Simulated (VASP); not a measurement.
# Te (P6_3/mmc) in VASP: notebook

Te is run at these levels: PBEsol; tasks: single point, relaxation of cell and atoms.

All numbers are computed with VASP 6.6.1; they aren't measurements. Logs are shortened: lines on timing, memory, paths and dates and some standing lists are left out, and cuts for length are marked.

## 1. The cell of the first run

The structure is hexagonal, space group P6_3/mmc (No. 194). The conventional cell has a = 4.020 Å, b = 4.020 Å, c = 8.569 Å, α = 90.00°, β = 90.00°, γ = 120.00°. Within 4.3 Å of Te (site symmetry -3m) lie 14 Te at 3.16 to 4.28 Å. Within 4.2 Å of Te (site symmetry -6m2) lie 12 Te at 3.16 to 4.02 Å.

This isn't the form of Te at room conditions, which is trigonal, of chains.

## 2. Single point, PBEsol (29.99 Å³/atom)

INCAR

```
SYSTEM = Te
ALGO = Normal
EDIFF = 1E-6
ENCUT = 520
GGA = PS
ISIF = 2
ISMEAR = -1
LASPH = .True.
LCHARG = .False.
LREAL = .False.
LWAVE = .False.
NBANDS = 20
NELM = 80
PREC = Accurate
SIGMA = 0.1
```

KPOINTS

```
k-points
0
Gamma
  10 10 4
  0 0 0
```

POSCAR

```
Te
1.0
    4.0203904083      0.0000000000      0.0000000000
   -2.0101952041      3.4817602267      0.0000000000
    0.0000000000      0.0000000000      8.5686625367
Te
4
Direct
    1.0000000000      0.0000000000      0.0000000000
    1.0000000000      0.0000000000      0.5000000000
    0.3333333333      0.6666666667      0.2500000000
    0.6666666667      0.3333333333      0.7500000000
```

Potentials or basis: VASP PAW PBE potentials, release 64 (Te).

On the command line:

```console
$ cat potpaw_PBE.64/Te/POTCAR > POTCAR
$ mpirun -np 1 vasp_std > vasp.out
```

OUTCAR:

```text
SYSTEM = Te
   EDIFF = 1E-6
   ENCUT = 520
   GGA = PS
   ISIF = 2
   ISMEAR = -1
   LASPH = .True.
   LREAL = .False.
   NELM = 80
   PREC = Accurate

 ion  position               nearest neighbor table
   1  0.000  0.000  0.000-   3 3.16   4 3.16   3 3.16   4 3.16   4 3.16   3 3.16
   2  0.000  0.000  0.500-   3 3.16   4 3.16   3 3.16   4 3.16   4 3.16   3 3.16
   3  0.333  0.667  0.250-   1 3.16   2 3.16   1 3.16   2 3.16   1 3.16   2 3.16
   4  0.667  0.333  0.750-   1 3.16   2 3.16   1 3.16   2 3.16   1 3.16   2 3.16

  LATTYP: Found a hexagonal cell.
 ALAT       =     4.0203904083
 C/A-ratio  =     2.1313011092

  Lattice vectors:

 A1 = (   4.0203904083,   0.0000000000,   0.0000000000)
 A2 = (  -2.0101952041,   3.4817602267,   0.0000000000)
 A3 = (   0.0000000000,   0.0000000000,   8.5686625367)

Analysis of symmetry for initial positions (statically):
=====================================================================
 Subroutine PRICEL returns:
 Original cell was already a primitive cell.

 Routine SETGRP: Setting up the symmetry group for a
 hexagonal supercell.

 Subroutine GETGRP returns: Found 24 space group operations
 (whereof 12 operations were pure point group operations)
 out of a pool of 24 trial point group operations.

The static configuration has the point symmetry D_3d.
 The point group associated with its full space group is D_6h.

Analysis of symmetry for dynamics (positions and initial velocities):
=====================================================================
 Subroutine PRICEL returns:
 Original cell was already a primitive cell.

 Routine SETGRP: Setting up the symmetry group for a
 hexagonal supercell.

 Subroutine GETGRP returns: Found 24 space group operations
 (whereof 12 operations were pure point group operations)
 out of a pool of 24 trial point group operations.

The dynamic configuration has the point symmetry D_3d.
 The point group associated with its full space group is D_6h.

 Subroutine INISYM returns: Found 24 space group operations
 (whereof 12 operations are pure point group operations),
 and found     1 'primitive' translations

----------------------------------------------------------------------------------------

                                     Primitive cell

  volume of cell :     119.9444

  direct lattice vectors                    reciprocal lattice vectors
     4.020390408  0.000000000  0.000000000     0.248732063  0.143605523  0.000000000
    -2.010195204  3.481760227  0.000000000     0.000000000  0.287211047  0.000000000
[... 90 lines left out ...]
   LREAL  =      F    real-space projection
   EDIFFG = 0.1E-04   stopping-criterion for IOM
   NSW    =      0    number of steps for IOM
   IBRION =     -1    ionic relax: 0-MD 1-quasi-New 2-CG
   NFREE  =      0    steps in history (QN), initial steepest desc. (CG)
   ISIF   =      2    stress and relaxation
   ISYM   =      2    0-nonsym 1-usesym 2-fastsym
   POTIM  = 0.5000    time-step for ionic-motion
   TEBEG  =    0.0;   TEEND  =   0.0 temperature during run
   PSTRESS=    0.0 pullay stress
   NELECT =      24.0000    total number of electrons
   NUPDOWN=      -1.0000    fix difference up-down
   EMIN   =  10.00;   EMAX   =-10.00  energy-range for DOS
   EFERMI =   0.00;   METHOD = LEGACY
   ISMEAR =    -1;   SIGMA  =   0.10  broadening in eV -4-tet -1-fermi 0-gaus
   EFERMI_NEDOS =   21; number of points for ismear=-14 and -15
   IALGO  =     38    algorithm
   IMIX   =      4    mixing-type and parameters
     AMIX     =   0.40;   BMIX     =  1.00
     AMIX_MAG =   1.60;   BMIX_MAG =  1.00
  volume/ion in A,a.u.               =      29.99       202.36
  Fermi-wavevector in a.u.,A,eV,Ry     =   0.957529  1.809467 12.474658  0.916862
  Thomas-Fermi vector in A             =   2.086555
   LORBIT       =      0    0 simple, 1 ext, 2 COOP (PROOUT), +10 PAW based schemes
   GGA     = PS    functional components
   LHFCALC =     F    Hartree Fock is set to
   AEXX    =    0.0000 exact exchange contribution
   IVDW    =     0    specifies the selected vdW correction
   LEPSILON=     F    determine dielectric tensor
   LRPA    =     F    only Hartree local field effects (RPA)
 non-spin polarized calculation
  energy-cutoff  :      520.00
  volume of cell :      119.94
 maximum number of plane-waves:      3277
 NGX is ok and might be reduce to    30
   NGX = 15   NGY = 15   NGZ = 31

 number of electron      24.0000001 magnetization

 Free energy of the ion-electron system (eV)
  ---------------------------------------------------
  ext. energy  EPLUGINS =         0.00000000
  ---------------------------------------------------
  free energy    TOTEN  =       -13.75546939 eV

  energy without entropy =      -13.67406955  energy(sigma->0) =      -13.71476947

 E-fermi :   7.2378     XC(G=0):  -9.8515

 val. band max:        7.2300994717   @ k =   0.1000   0.0000   0.2500
 cond. band min:       7.2546289802   @ k =   0.4000   0.2000   0.2500
 fundamental gap:      0.0245295085
 Fermi energy:         7.2378309208

 k-point     1 :       0.0000    0.0000    0.0000
  band No.  band energies     occupation
      1      -6.7721      2.00000
      2      -4.9701      2.00000
      3      -4.8903      2.00000
      4      -1.2194      2.00000
      5       2.5618      2.00000
      6       5.3156      2.00000
[... 541 lines left out ...]
     19      14.1731      0.00000
     20      15.2021      0.00000

 [... further k-points ...]

------------------------ aborting loop because EDIFF is reached ----------------------------------------

  FORCE on cell =-STRESS in cart. coord.  units (eV):
  Direction    XX          YY          ZZ          XY          YZ          ZX
  --------------------------------------------------------------------------------------
  -------------------------------------------------------------------------------------
  Total        0.1232939      0.1232939     -0.1180267      0.0000000     -0.0000000      0.0000000
  in kB        1.6469178      1.6469178     -1.5765609      0.0000000     -0.0000000      0.0000000
  external PRESSURE =       0.5724249 kB  Pullay stress =       0.0000000 kB

 VOLUME and BASIS-vectors are now :
 -----------------------------------------------------------------------------
  energy-cutoff  :      520.00
  volume of cell :      119.94
      direct lattice vectors                 reciprocal lattice vectors
     4.020390408  0.000000000  0.000000000     0.248732063  0.143605523  0.000000000
    -2.010195204  3.481760227  0.000000000     0.000000000  0.287211047  0.000000000
     0.000000000  0.000000000  8.568662537     0.000000000  0.000000000  0.116704328

 POSITION                                       TOTAL-FORCE (eV/Angst)
 -----------------------------------------------------------------------------------
      0.00000      0.00000      0.00000        -0.000000      0.000000     -0.000000
      0.00000      0.00000      4.28433        -0.000000      0.000000     -0.000000
     -0.00000      2.32117      2.14217        -0.000000     -0.000000      0.000000
      2.01020      1.16059      6.42650         0.000000      0.000000     -0.000000
 -----------------------------------------------------------------------------------
    total drift:                               -0.000000      0.000000     -0.000000

  FREE ENERGIE OF THE ION-ELECTRON SYSTEM (eV)
  ---------------------------------------------------
  free  energy   TOTEN  =       -13.7554693928 eV

  energy  without entropy=      -13.6740695479  energy(sigma->0) =      -13.71476947
```

OSZICAR:

```text
N       E                     dE             d eps       ncg     rms          rms(c)
DAV:   1     0.953575995170E+02    0.95358E+02   -0.88602E+03  1680   0.964E+02
DAV:   2    -0.740190206371E+01   -0.10276E+03   -0.10013E+03  2300   0.149E+02
DAV:   3    -0.136558959881E+02   -0.62540E+01   -0.61828E+01  2040   0.381E+01
DAV:   4    -0.137582066280E+02   -0.10231E+00   -0.10227E+00  2040   0.582E+00
DAV:   5    -0.137605436616E+02   -0.23370E-02   -0.23370E-02  2000   0.905E-01    0.156E+01
DAV:   6    -0.137562135999E+02    0.43301E-02   -0.81239E-03  1960   0.461E-01    0.957E+00
DAV:   7    -0.137555809794E+02    0.63262E-03   -0.10340E-02  1896   0.505E-01    0.286E-01
DAV:   8    -0.137554802208E+02    0.10076E-03   -0.49596E-04  1904   0.128E-01    0.224E-01
DAV:   9    -0.137554730724E+02    0.71484E-05   -0.19413E-04  1912   0.614E-02    0.206E-01
DAV:  10    -0.137554698972E+02    0.31752E-05   -0.10080E-05  1900   0.188E-02    0.214E-02
DAV:  11    -0.137554693928E+02    0.50443E-06   -0.21369E-06  1252   0.675E-03
   1 F= -.13755469E+02 E0= -.13714769E+02  d E =-.813998E-01
```

stdout:

```text
POSCAR found type information on POSCAR Te
 POSCAR found :  1 types and       4 ions
 scaLAPACK will be used
 -----------------------------------------------------------------------------
|                                                                             |
|                                                                             |
|     You enforced a specific xc type in the INCAR file but a different       |
|     I HOPE YOU KNOW WHAT YOU ARE DOING!                                     |
|                                                                             |
 -----------------------------------------------------------------------------

 LDA part: xc-table for (Slater+PW92), standard interpolation
 POSCAR, INCAR and KPOINTS ok, starting setup
 FFT: planning ... GRIDC
 FFT: planning ... GRID_SOFT
 FFT: planning ... GRID
 WAVECAR not read
 entering main loop
```

Run time: 33 s. Hardware: 1 thread of Intel Xeon 6975P-C (Granite Rapids), shared host; peak memory 0.26 GiB.

Results:

```yaml
Free_energy: -13.7555 eV
Pressure: 0.1 GPa
Band_gap_on_the_k_mesh: zero (bands 12 and 13 overlap by 2.20 eV)
```

Stress tensor (GPa, compression positive):
```
 0.16  0.00  0.00
 0.00  0.16  0.00
 0.00  0.00 -0.16
```

Levels at points of the mesh, in eV from the Fermi level:
| k point | band 8 | band 9 | band 10 | band 11 | band 12 | band 13 | band 14 | band 15 | band 16 | band 17 |
| --- | --- | --- | --- | --- | --- | --- | --- | --- | --- | --- |
| (0.00, 0.00, 0.00) | -0.79 | -0.79 | -0.69 | -0.46 | -0.46 | -0.32 | 1.15 | 1.15 | 2.94 | 3.15 |
| (0.50, 0.00, 0.00) | -2.63 | -2.10 | -2.08 | -1.97 | -1.54 | -1.49 | 1.71 | 2.32 | 2.69 | 2.99 |
| (0.00, 0.00, 0.50) | -1.57 | -1.57 | -1.57 | 0.52 | 0.52 | 0.52 | 0.52 | 1.65 | 1.65 | 4.30 |
| (0.50, 0.00, 0.50) | -4.47 | -3.01 | -3.01 | 0.24 | 0.24 | 0.71 | 0.71 | 0.95 | 0.95 | 4.21 |

Caveat: the PAW data sets were made with another functional, which shifts forces and pressure a little; spin-orbit coupling is left out, which moves the levels of the heavy elements.

## 3. Single point, PBEsol (31.19 Å³/atom)

This run uses another cell than the first one, of 31.19 Å³/atom.

INCAR

```
SYSTEM = Te
  ALGO = Normal
  EDIFF = 1E-7
  ENCUT = 520
  GGA = PS
  ISIF = 2
  ISMEAR = -1
  LASPH = .TRUE.
  LCHARG = .FALSE.
  LREAL = .FALSE.
  LWAVE = .FALSE.
  NBANDS = 20
  NELM = 100
  PREC = Accurate
  SIGMA = 0.1
```

KPOINTS

```
k-points
0
G
  10 10 4
  0 0 0
```

POSCAR

```
Te
1.0
    4.0732963492      0.0000000000      0.0000000000
   -2.0366481746      3.5275781156      0.0000000000
    0.0000000000      0.0000000000      8.6814210272
Te
4
Direct
    1.0000000000      0.0000000000      0.0000000000
    1.0000000000      0.0000000000      0.5000000000
    0.3333333333      0.6666666667      0.2500000000
    0.6666666667      0.3333333333      0.7500000000
```

Potentials or basis: VASP PAW PBE potentials, release 64 (Te).

On the command line:

```console
$ cat potpaw_PBE.64/Te/POTCAR > POTCAR
$ mpirun -np 1 vasp_std > vasp.out
```

OUTCAR:

```text
SYSTEM = Te
   EDIFF = 1E-7
   ENCUT = 520
   GGA = PS
   ISIF = 2
   ISMEAR = -1
   LASPH = .TRUE.
   LREAL = .FALSE.
   NELM = 100
   PREC = Accurate

 ion  position               nearest neighbor table
   1  0.000  0.000  0.000-   3 3.20   4 3.20   4 3.20   3 3.20   4 3.20   3 3.20
   2  0.000  0.000  0.500-   3 3.20   4 3.20   4 3.20   3 3.20   4 3.20   3 3.20
   3  0.333  0.667  0.250-   1 3.20   2 3.20   1 3.20   2 3.20   1 3.20   2 3.20
   4  0.667  0.333  0.750-   1 3.20   2 3.20   1 3.20   2 3.20   1 3.20   2 3.20

  LATTYP: Found a hexagonal cell.
 ALAT       =     4.0732963492
 C/A-ratio  =     2.1313011092

  Lattice vectors:

 A1 = (   4.0732963492,   0.0000000000,   0.0000000000)
 A2 = (  -2.0366481746,   3.5275781156,   0.0000000000)
 A3 = (   0.0000000000,   0.0000000000,   8.6814210272)

Analysis of symmetry for initial positions (statically):
=====================================================================
 Subroutine PRICEL returns:
 Original cell was already a primitive cell.

 Routine SETGRP: Setting up the symmetry group for a
 hexagonal supercell.

 Subroutine GETGRP returns: Found 24 space group operations
 (whereof 12 operations were pure point group operations)
 out of a pool of 24 trial point group operations.

The static configuration has the point symmetry D_3d.
 The point group associated with its full space group is D_6h.

Analysis of symmetry for dynamics (positions and initial velocities):
=====================================================================
 Subroutine PRICEL returns:
 Original cell was already a primitive cell.

 Routine SETGRP: Setting up the symmetry group for a
 hexagonal supercell.

 Subroutine GETGRP returns: Found 24 space group operations
 (whereof 12 operations were pure point group operations)
 out of a pool of 24 trial point group operations.

The dynamic configuration has the point symmetry D_3d.
 The point group associated with its full space group is D_6h.

 Subroutine INISYM returns: Found 24 space group operations
 (whereof 12 operations are pure point group operations),
[... 120 lines left out ...]
     AMIX_MAG =   1.60;   BMIX_MAG =  1.00
  volume/ion in A,a.u.               =      31.19       210.45
  Fermi-wavevector in a.u.,A,eV,Ry     =   0.945092  1.785965 12.152709  0.893199
  Thomas-Fermi vector in A             =   2.072960
   LORBIT       =      0    0 simple, 1 ext, 2 COOP (PROOUT), +10 PAW based schemes
   GGA     = PS    functional components
   LHFCALC =     F    Hartree Fock is set to
   AEXX    =    0.0000 exact exchange contribution
   IVDW    =     0    specifies the selected vdW correction
   LEPSILON=     F    determine dielectric tensor
   LRPA    =     F    only Hartree local field effects (RPA)
 non-spin polarized calculation
  energy-cutoff  :      520.00
  volume of cell :      124.74
 maximum number of plane-waves:      3384
   NGX = 15   NGY = 15   NGZ = 33

 number of electron      23.9999996 magnetization

 Free energy of the ion-electron system (eV)
  ---------------------------------------------------
  ext. energy  EPLUGINS =         0.00000000
  ---------------------------------------------------
  free energy    TOTEN  =       -13.72441995 eV

  energy without entropy =      -13.63986459  energy(sigma->0) =      -13.68214227

 E-fermi :   6.7076     XC(G=0):  -9.6816

 val. band max:        6.7028422585   @ k =   0.1000   0.0000   0.2500
 cond. band min:       6.7119768481   @ k =   0.3000   0.0000   0.0000
 fundamental gap:      0.0091345897
 Fermi energy:         6.7075620627

 k-point     1 :       0.0000    0.0000    0.0000
  band No.  band energies     occupation
      1      -6.9897      2.00000
      2      -5.2743      2.00000
      3      -5.1992      2.00000
      4      -1.8343      2.00000
      5       2.2470      2.00000
      6       4.8694      2.00000
[... 541 lines left out ...]
     19      13.6192      0.00000
     20      14.6143      0.00000

 [... further k-points ...]

------------------------ aborting loop because EDIFF is reached ----------------------------------------

  FORCE on cell =-STRESS in cart. coord.  units (eV):
  Direction    XX          YY          ZZ          XY          YZ          ZX
  --------------------------------------------------------------------------------------
  -------------------------------------------------------------------------------------
  Total       -1.2296764     -1.2296764     -2.3358004      0.0000000      0.0000000      0.0000000
  in kB      -15.7938476    -15.7938476    -30.0008007      0.0000000      0.0000000      0.0000000
  external PRESSURE =     -20.5294986 kB  Pullay stress =       0.0000000 kB

 VOLUME and BASIS-vectors are now :
 -----------------------------------------------------------------------------
  energy-cutoff  :      520.00
  volume of cell :      124.74
      direct lattice vectors                 reciprocal lattice vectors
     4.073296349  0.000000000  0.000000000     0.245501411  0.141740306  0.000000000
    -2.036648175  3.527578116  0.000000000     0.000000000  0.283480611  0.000000000
     0.000000000  0.000000000  8.681421027     0.000000000  0.000000000  0.115188515

 POSITION                                       TOTAL-FORCE (eV/Angst)
 -----------------------------------------------------------------------------------
      0.00000      0.00000      0.00000        -0.000000      0.000000     -0.000000
      0.00000      0.00000      4.34071        -0.000000      0.000000     -0.000000
     -0.00000      2.35172      2.17036         0.000000     -0.000000      0.000000
      2.03665      1.17586      6.51107        -0.000000      0.000000      0.000000
 -----------------------------------------------------------------------------------
    total drift:                               -0.000000      0.000000     -0.000000

  FREE ENERGIE OF THE ION-ELECTRON SYSTEM (eV)
  ---------------------------------------------------
  free  energy   TOTEN  =       -13.7244199548 eV

  energy  without entropy=      -13.6398645878  energy(sigma->0) =      -13.68214227
```

stdout:

```text
POSCAR found type information on POSCAR Te
 POSCAR found :  1 types and       4 ions
 scaLAPACK will be used
 -----------------------------------------------------------------------------
|                                                                             |
|                                                                             |
|     You enforced a specific xc type in the INCAR file but a different       |
|     I HOPE YOU KNOW WHAT YOU ARE DOING!                                     |
|                                                                             |
 -----------------------------------------------------------------------------

 LDA part: xc-table for (Slater+PW92), standard interpolation
 POSCAR, INCAR and KPOINTS ok, starting setup
 FFT: planning ... GRIDC
 FFT: planning ... GRID_SOFT
 FFT: planning ... GRID
 WAVECAR not read
 entering main loop
```

Wall time 43 s (1 thread of Intel Xeon 6975P-C (Granite Rapids), shared host); peak memory 0.26 GiB.

What came out:

```
Free energy            : -13.7244 eV
Pressure               : -2.1 GPa
Band gap on the k mesh : zero (bands 12 and 13 overlap by 2.07 eV)
```

Stress tensor (GPa, compression positive):
```
-1.58  0.00  0.00
 0.00 -1.58  0.00
 0.00  0.00 -3.00
```

Levels at points of the mesh, in eV from the Fermi level:
| k point | band 10 | band 11 | band 12 | band 13 | band 14 | band 15 |
| --- | --- | --- | --- | --- | --- | --- |
| (0.00, 0.00, 0.00) | -0.75 | -0.44 | -0.44 | -0.43 | 1.11 | 1.11 |
| (0.50, 0.00, 0.00) | -2.00 | -1.86 | -1.45 | -1.40 | 1.71 | 2.19 |
| (0.00, 0.00, 0.50) | -1.50 | 0.51 | 0.51 | 0.51 | 0.51 | 1.53 |
| (0.50, 0.00, 0.50) | -2.86 | 0.28 | 0.28 | 0.69 | 0.69 | 0.90 |

Caveat: the PAW data sets were made with another functional, which shifts forces and pressure a little; spin-orbit coupling is left out, which moves the levels of the heavy elements.

[end of part 1 of 2]
